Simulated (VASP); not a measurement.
# Na (Pm-3m) in VASP: further runs

Na is run at these levels: PBE; tasks: single point, relaxation of cell and atoms.

All numbers are computed with VASP 6.6.1; they aren't measurements. Logs are shortened: lines on timing, memory, paths and dates and some standing lists are left out, and cuts for length are marked.

### Step 1. The cell of the first run

Symmetry: Pm-3m, No. 221, cubic system. Conventional cell: a = 2.990 Å, b = 2.990 Å, c = 2.990 Å, α = 90.00°, β = 90.00°, γ = 90.00°. Within 3.9 Å of Na (site symmetry m-3m) lie 6 Na at 2.99 Å.

This isn't the form of Na at room conditions, which is bcc.

### Step 2. Single point, PBE

Contents of INCAR:

```
SYSTEM = Na
PREC = Accurate ; ENCUT = 520
EDIFF = 1E-7 ; ISMEAR = -1
SIGMA = 0.1 ; LREAL = .FALSE.
LASPH = .TRUE. ; NELM = 100
ALGO = Normal ; ISIF = 2
LWAVE = .FALSE. ; LCHARG = .TRUE.
GGA = PE ; LELF = .TRUE.
LVHAR = .TRUE. ; NBANDS = 10
```

Contents of KPOINTS:

```
regular mesh
0
G
  13 13 13
  0 0 0
```

Contents of POSCAR:

```
Na
1.0
    2.9897219633      0.0000000000      0.0000000000
    0.0000000000      2.9897219633      0.0000000000
    0.0000000000      0.0000000000      2.9897219633
Na
1
Direct
    0.0000000000      0.0000000000      0.0000000000
```

Potentials or basis: VASP PAW PBE potentials, release 64 (Na_pv).

Run with:

```console
$ cat potpaw_PBE.64/Na_pv/POTCAR > POTCAR
$ mpirun -np 1 vasp_std > vasp.out
```

OUTCAR:

```text
SYSTEM = Na
   PREC = Accurate
   ENCUT = 520
   EDIFF = 1E-7
   ISMEAR = -1
   LREAL = .FALSE.
   LASPH = .TRUE.
   NELM = 100
   ISIF = 2
   GGA = PE

 ion  position               nearest neighbor table
   1  0.000  0.000  0.000-

  LATTYP: Found a simple cubic cell.
 ALAT       =     2.9897219633

  Lattice vectors:

 A1 = (   2.9897219633,   0.0000000000,   0.0000000000)
 A2 = (   0.0000000000,   2.9897219633,   0.0000000000)
 A3 = (   0.0000000000,   0.0000000000,   2.9897219633)

Analysis of symmetry for initial positions (statically):
=====================================================================
 Subroutine PRICEL returns:
 Original cell was already a primitive cell.

 Routine SETGRP: Setting up the symmetry group for a
 simple cubic supercell.

 Subroutine GETGRP returns: Found 48 space group operations
 (whereof 48 operations were pure point group operations)
 out of a pool of 48 trial point group operations.

The static configuration has the point symmetry O_h .

Analysis of symmetry for dynamics (positions and initial velocities):
=====================================================================
 Subroutine PRICEL returns:
 Original cell was already a primitive cell.

 Routine SETGRP: Setting up the symmetry group for a
 simple cubic supercell.

 Subroutine GETGRP returns: Found 48 space group operations
 (whereof 48 operations were pure point group operations)
 out of a pool of 48 trial point group operations.

The dynamic configuration has the point symmetry O_h .

 Subroutine INISYM returns: Found 48 space group operations
 (whereof 48 operations are pure point group operations),
 and found     1 'primitive' translations

----------------------------------------------------------------------------------------

                                     Primitive cell

  volume of cell :      26.7234

  direct lattice vectors                    reciprocal lattice vectors
     2.989721963  0.000000000  0.000000000     0.334479263  0.000000000  0.000000000
     0.000000000  2.989721963  0.000000000     0.000000000  0.334479263  0.000000000
     0.000000000  0.000000000  2.989721963     0.000000000  0.000000000  0.334479263

  length of vectors
     2.989721963  2.989721963  2.989721963     0.334479263  0.334479263  0.334479263

  position of ions in fractional coordinates (direct lattice)
     0.000000000  0.000000000  0.000000000

  ion indices of the primitive-cell ions
   primitive index   ion index
                 1           1

----------------------------------------------------------------------------------------

 KPOINTS: regular mesh

Automatic generation of k-mesh.
 Grid dimensions read from file:
 generate k-points for:   13   13   13

 Generating k-lattice:

  Cartesian coordinates                     Fractional coordinates (reciprocal lattice)
     0.025729174  0.000000000  0.000000000     0.076923077  0.000000000  0.000000000
     0.000000000  0.025729174  0.000000000     0.000000000  0.076923077  0.000000000
     0.000000000  0.000000000  0.025729174     0.000000000  0.000000000  0.076923077

  Length of vectors
     0.025729174  0.025729174  0.025729174

  Shift w.r.t. Gamma in fractional coordinates (k-lattice)
     0.000000000  0.000000000  0.000000000

 Subroutine IBZKPT returns following result:
 ===========================================

 Found     84 irreducible k-points:

 Following reciprocal coordinates:
            Coordinates               Weight
  0.000000  0.000000  0.000000      1.000000
  0.076923  0.000000  0.000000      6.000000
  0.153846  0.000000  0.000000      6.000000
  0.230769  0.000000  0.000000      6.000000
  0.307692  0.000000  0.000000      6.000000
  0.384615  0.000000  0.000000      6.000000
[... 16 lines left out ...]
  0.307692  0.307692  0.000000     12.000000
  0.384615  0.307692  0.000000     24.000000
 [... further k-points ...]
   k-points           NKPTS =     84   k-points in BZ     NKDIM =     84   number of bands    NBANDS=     10
   number of dos      NEDOS =    301   number of ions     NIONS =      1
   total plane-waves  NPLWV =  13824
   dimension x,y,z NGX =    24 NGY =   24 NGZ =   24
   dimension x,y,z NGXF=    48 NGYF=   48 NGZF=   48
   ions per type =               1
   NGX,Y,Z   is equivalent  to a cutoff of  13.35, 13.35, 13.35 a.u.
   NGXF,Y,Z  is equivalent  to a cutoff of  26.69, 26.69, 26.69 a.u.
 SYSTEM =  Na
   PREC   = accura    normal or accurate (medium, high low for compatibility)
   ISTART =      0    job   : 0-new  1-cont  2-samecut
   ICHARG =      2    charge: 1-file 2-atom 10-const
   ISPIN  =      1    spin polarized calculation?
   LNONCOLLINEAR =      F non collinear calculations
   LSORBIT =      F    spin-orbit coupling
   LASPH  =      T    aspherical Exc in radial PAW
   ENCUT  =  520.0 eV  38.22 Ry    6.18 a.u.   5.56  5.56  5.56*2*pi/ulx,y,z
   NELM   =    100;   NELMIN=  2; NELMDL= -5     # of ELM steps
   EDIFF  = 0.1E-06   stopping-criterion for ELM
   LREAL  =      F    real-space projection
   EDIFFG = 0.1E-05   stopping-criterion for IOM
   NSW    =      0    number of steps for IOM
   IBRION =     -1    ionic relax: 0-MD 1-quasi-New 2-CG
   NFREE  =      0    steps in history (QN), initial steepest desc. (CG)
   ISIF   =      2    stress and relaxation
   ISYM   =      2    0-nonsym 1-usesym 2-fastsym
   POTIM  = 0.5000    time-step for ionic-motion
   TEBEG  =    0.0;   TEEND  =   0.0 temperature during run
   PSTRESS=    0.0 pullay stress
   NELECT =       7.0000    total number of electrons
   NUPDOWN=      -1.0000    fix difference up-down
   EMIN   =  10.00;   EMAX   =-10.00  energy-range for DOS
   EFERMI =   0.00;   METHOD = LEGACY
   ISMEAR =    -1;   SIGMA  =   0.10  broadening in eV -4-tet -1-fermi 0-gaus
   EFERMI_NEDOS =   21; number of points for ismear=-14 and -15
   IALGO  =     38    algorithm
   IMIX   =      4    mixing-type and parameters
     AMIX     =   0.40;   BMIX     =  1.00
     AMIX_MAG =   1.60;   BMIX_MAG =  1.00
  volume/ion in A,a.u.               =      26.72       180.34
  Fermi-wavevector in a.u.,A,eV,Ry     =   1.047474  1.979439 14.928345  1.097202
  Thomas-Fermi vector in A             =   2.182356
   LORBIT       =      0    0 simple, 1 ext, 2 COOP (PROOUT), +10 PAW based schemes
   GGA     = PE    functional components
   LHFCALC =     F    Hartree Fock is set to
   AEXX    =    0.0000 exact exchange contribution
   IVDW    =     0    specifies the selected vdW correction
   LEPSILON=     F    determine dielectric tensor
   LRPA    =     F    only Hartree local field effects (RPA)
 non-spin polarized calculation
  energy-cutoff  :      520.00
  volume of cell :       26.72
 maximum number of plane-waves:       739
 NGX is ok and might be reduce to    24
   NGX = 11   NGY = 11   NGZ = 11

 number of electron       6.9999989 magnetization

 Free energy of the ion-electron system (eV)
  ---------------------------------------------------
  ext. energy  EPLUGINS =         0.00000000
  ---------------------------------------------------
  free energy    TOTEN  =        -1.04741499 eV

  energy without entropy =       -1.03338346  energy(sigma->0) =       -1.04039922

 E-fermi :   1.5044     XC(G=0):  -7.4215

 val. band max:        1.4838753972   @ k =   0.4615   0.1538   0.0769
 cond. band min:       1.5278562578   @ k =   0.3846   0.3077   0.0000
 fundamental gap:      0.0439808607
 Fermi energy:         1.5043839953

 k-point     1 :       0.0000    0.0000    0.0000
  band No.  band energies     occupation
      1     -23.5134      2.00000
      2     -23.5134      2.00000
      3     -23.5134      2.00000
      4      -2.5392      2.00000
      5      11.5122      0.00000
      6      11.5122      0.00000
      7      13.9322      0.00000
      8      13.9322      0.00000
      9      13.9322      0.00000
     10      18.0180      0.00000

 k-point     2 :       0.0769    0.0000    0.0000
  band No.  band energies     occupation
      1     -23.5228      2.00000
      2     -23.5126      2.00000
      3     -23.5126      2.00000
      4      -2.4344      2.00000
      5      10.5186      0.00000
      6      11.6062      0.00000
      7      14.0036      0.00000
      8      14.0036      0.00000
      9      14.5960      0.00000
     10      18.5899      0.00000

 k-point     3 :       0.1538    0.0000    0.0000
  band No.  band energies     occupation
      1     -23.5489      2.00000
      2     -23.5103      2.00000
      3     -23.5103      2.00000
      4      -2.1218      2.00000
      5       8.8038      0.00000
      6      11.8866      0.00000
      7      14.2169      0.00000
      8      14.2169      0.00000
      9      15.4511      0.00000
     10      20.1605      0.00000

 k-point     4 :       0.2308    0.0000    0.0000
  band No.  band energies     occupation
      1     -23.5854      2.00000
      2     -23.5071      2.00000
      3     -23.5071      2.00000
      4      -1.6066      2.00000
      5       7.0379      0.00000
      6      12.3474      0.00000
      7      14.5688      0.00000
      8      14.5688      0.00000
      9      16.1961      0.00000
     10      21.8446      0.00000
[... 222 lines left out ...]
 k-point    22 :       0.4615    0.2308    0.0000
  band No.  band energies     occupation
      1     -23.6627      2.00000
      2     -23.5667      2.00000
      3     -23.4936      2.00000
      4       1.8513      0.06041
      5       3.3285      0.00000
      6      10.2126      0.00000
      7      11.7086      0.00000
      8      16.9458      0.00000
      9      18.3193      0.00000
     10      18.8490      0.00000

 k-point    23 :       0.3077    0.3077    0.0000
  band No.  band energies     occupation
      1     -23.6123      2.00000
      2     -23.6065      2.00000
      3     -23.4946      2.00000
      4       0.6750      1.99950
      5       6.4338      0.00000
      6       7.2875      0.00000
      7      12.6815      0.00000
      8      16.2695      0.00000
      9      17.2489      0.00000
     10      20.4553      0.00000

 k-point    24 :       0.3846    0.3077    0.0000
  band No.  band energies     occupation
      1     -23.6399      2.00000
      2     -23.6050      2.00000
      3     -23.4919      2.00000
      4       1.5279      0.88317
      5       5.2624      0.00000
      6       7.7068      0.00000
      7      11.3378      0.00000
      8      16.9098      0.00000
      9      18.0162      0.00000
     10      19.7941      0.00000

 [... further k-points ...]

------------------------ aborting loop because EDIFF is reached ----------------------------------------

  FORCE on cell =-STRESS in cart. coord.  units (eV):
  Direction    XX          YY          ZZ          XY          YZ          ZX
  --------------------------------------------------------------------------------------
  -------------------------------------------------------------------------------------
  Total        0.8542477      0.8542477      0.8542477      0.0000000     -0.0000000      0.0000000
  in kB       51.2155678     51.2155678     51.2155678      0.0000000     -0.0000000      0.0000000
  external PRESSURE =      51.2155678 kB  Pullay stress =       0.0000000 kB

 VOLUME and BASIS-vectors are now :
 -----------------------------------------------------------------------------
  energy-cutoff  :      520.00
  volume of cell :       26.72
      direct lattice vectors                 reciprocal lattice vectors
     2.989721963  0.000000000  0.000000000     0.334479263  0.000000000  0.000000000
     0.000000000  2.989721963  0.000000000     0.000000000  0.334479263  0.000000000
     0.000000000  0.000000000  2.989721963     0.000000000  0.000000000  0.334479263

 POSITION                                       TOTAL-FORCE (eV/Angst)
 -----------------------------------------------------------------------------------
      0.00000      0.00000      0.00000         0.000000      0.000000      0.000000
 -----------------------------------------------------------------------------------
    total drift:                                0.000000     -0.000000      0.000000

  FREE ENERGIE OF THE ION-ELECTRON SYSTEM (eV)
  ---------------------------------------------------
  free  energy   TOTEN  =        -1.0474149891 eV

  energy  without entropy=       -1.0333834558  energy(sigma->0) =       -1.04039922
```

Run time: 19 s. Hardware: 1 thread of Intel Xeon 8259CL, shared host; peak memory 0.14 GiB.

What came out:

* Free energy: -1.0474 eV
* Pressure: 5.1 GPa
* Band gap on the k mesh: zero (an odd number of electrons rules out a gap without spin polarisation)

Caveat: the cell stands under pressure.

### Step 3. Single point, PBE

Contents of INCAR:

```
ALGO = Normal
EDIFF = 1E-7
ENCUT = 520
GGA = PE
ISIF = 2
ISMEAR = -1
LASPH = T
LCHARG = F
LREAL = F
LWAVE = F
NBANDS = 10
NELM = 60
PREC = Accurate
SIGMA = 0.1
```

Contents of KPOINTS:

```
k-points
0
Gamma
  13 13 13
```

POSCAR is that of step 2.

Potentials or basis: VASP PAW PBE potentials, release 64 (Na_pv).

Run with:

```console
$ cat potpaw_PBE.64/Na_pv/POTCAR > POTCAR
$ mpirun -np 1 vasp_std > vasp.out
```

OUTCAR:

```text
EDIFF = 1E-7
   ENCUT = 520
   GGA = PE
   ISIF = 2
   ISMEAR = -1
   LASPH = T
   LREAL = F
   NELM = 60
   PREC = Accurate

 ion  position               nearest neighbor table
   1  0.000  0.000  0.000-

  LATTYP: Found a simple cubic cell.
 ALAT       =     2.9897219633

  Lattice vectors:

 A1 = (   2.9897219633,   0.0000000000,   0.0000000000)
 A2 = (   0.0000000000,   2.9897219633,   0.0000000000)
 A3 = (   0.0000000000,   0.0000000000,   2.9897219633)

Analysis of symmetry for initial positions (statically):
=====================================================================
 Subroutine PRICEL returns:
 Original cell was already a primitive cell.

 Routine SETGRP: Setting up the symmetry group for a
 simple cubic supercell.

 Subroutine GETGRP returns: Found 48 space group operations
 (whereof 48 operations were pure point group operations)
 out of a pool of 48 trial point group operations.

The static configuration has the point symmetry O_h .

Analysis of symmetry for dynamics (positions and initial velocities):
[... 164 lines left out ...]
 k-point     1 :       0.0000    0.0000    0.0000
  band No.  band energies     occupation
      1     -23.5134      2.00000
      2     -23.5134      2.00000
      3     -23.5134      2.00000
      4      -2.5392      2.00000
      5      11.5122      0.00000
      6      11.5122      0.00000
      7      13.9322      0.00000
      8      13.9322      0.00000
      9      13.9322      0.00000
     10      18.0180      0.00000
[... 287 lines left out ...]
 k-point    24 :       0.3846    0.3077    0.0000
  band No.  band energies     occupation
      1     -23.6399      2.00000
      2     -23.6050      2.00000
      3     -23.4919      2.00000
      4       1.5279      0.88317
      5       5.2624      0.00000
      6       7.7068      0.00000
      7      11.3378      0.00000
      8      16.9098      0.00000
      9      18.0162      0.00000
     10      19.7941      0.00000

 [... further k-points ...]

------------------------ aborting loop because EDIFF is reached ----------------------------------------

  FORCE on cell =-STRESS in cart. coord.  units (eV):
  Direction    XX          YY          ZZ          XY          YZ          ZX
  --------------------------------------------------------------------------------------
  -------------------------------------------------------------------------------------
  Total        0.8542477      0.8542477      0.8542477      0.0000000     -0.0000000      0.0000000
  in kB       51.2155678     51.2155678     51.2155678      0.0000000     -0.0000000      0.0000000
  external PRESSURE =      51.2155678 kB  Pullay stress =       0.0000000 kB

 VOLUME and BASIS-vectors are now :
 -----------------------------------------------------------------------------
  energy-cutoff  :      520.00
  volume of cell :       26.72
      direct lattice vectors                 reciprocal lattice vectors
     2.989721963  0.000000000  0.000000000     0.334479263  0.000000000  0.000000000
     0.000000000  2.989721963  0.000000000     0.000000000  0.334479263  0.000000000
     0.000000000  0.000000000  2.989721963     0.000000000  0.000000000  0.334479263

 POSITION                                       TOTAL-FORCE (eV/Angst)
 -----------------------------------------------------------------------------------
      0.00000      0.00000      0.00000         0.000000      0.000000      0.000000
 -----------------------------------------------------------------------------------
    total drift:                                0.000000     -0.000000      0.000000

  FREE ENERGIE OF THE ION-ELECTRON SYSTEM (eV)
  ---------------------------------------------------
  free  energy   TOTEN  =        -1.0474149891 eV

  energy  without entropy=       -1.0333834558  energy(sigma->0) =       -1.04039922
```

stdout:

```text
POSCAR found type information on POSCAR Na
 POSCAR found :  1 types and       1 ions
 scaLAPACK will be used
 LDA part: xc-table for (Slater+PW92), standard interpolation
 POSCAR, INCAR and KPOINTS ok, starting setup
 FFT: planning ... GRIDC
 FFT: planning ... GRID_SOFT
 FFT: planning ... GRID
 WAVECAR not read
 entering main loop
```

It took 20 s on 1 thread of Intel Xeon 8259CL, shared host; peak memory 0.14 GiB.

What came out:

```yaml
Free_energy: -1.0474 eV
Pressure: 5.1 GPa
Band_gap_on_the_k_mesh: zero (an odd number of electrons rules out a gap without spin polarisation)
```

Levels at points of the mesh, in eV from the Fermi level:
```
           k point  band 1  band 2  band 3  band 4  band 5  band 6  band 7  band 8
(0.00, 0.00, 0.00)  -25.02  -25.02  -25.02   -4.04   10.01   10.01   12.43   12.43
```

Caveat: the cell stands under pressure.

### Step 4. Relaxation of cell and atoms, PBE, target pressure 5.1 GPa, at which the enthalpy is minimised

Contents of INCAR:

```
ALGO     = Normal         # electronic algorithm
EDIFF    = 1E-7           # SCF threshold, eV
EDIFFG   = -0.005         # ionic threshold
ENCUT    = 600            # plane-wave cutoff, eV
GGA      = PE             # functional
IBRION   = 2              # ionic algorithm
ISIF     = 3              # what is computed and relaxed
ISMEAR   = -1             # smearing method
LASPH    = True           # aspherical terms in the spheres
LCHARG   = False          # write CHGCAR
LREAL    = False          # projectors in reciprocal space
LWAVE    = False          # write WAVECAR
NELM     = 100            # most SCF steps
NSW      = 32             # ionic steps
PREC     = Accurate       # precision mode
PSTRESS  = 51.0         
SIGMA    = 0.1            # smearing width, eV
```

KPOINTS is that of step 3.

POSCAR is that of step 3.

Run with:

```console
$ cat potpaw_PBE.64/Na_pv/POTCAR > POTCAR
$ mpirun -np 1 vasp_std > vasp.out
```

Run time: 15 s. Hardware: 1 thread of Intel Xeon 8259CL, shared host; peak memory 0.14 GiB.

Results (log left out):

- Free energy: -1.0474 eV
- Pressure after relaxing: 5.1 GPa
- Band gap on the k mesh: zero (an odd number of electrons rules out a gap without spin polarisation)

Final structure:
```xyz
1
Lattice="2.9897 0.0000 0.0000 0.0000 2.9897 0.0000 0.0000 0.0000 2.9897" Properties=species:S:1:pos:R:3 pbc="T T T"
Na    0.0000    0.0000    0.0000
```

Levels at points of the mesh, in eV from the Fermi level:
```tsv
k point	band 1	band 2	band 3	band 4	band 5	band 6	band 7
(0.00, 0.00, 0.00)	-25.02	-25.02	-25.02	-4.04	10.01	10.01	12.43
```

Caveat: the relaxation stopped at its first step, so nothing moved; the cell is relaxed towards a set pressure, so the run minimises the enthalpy, not the energy.

(Part 1 of 2 ends here.)
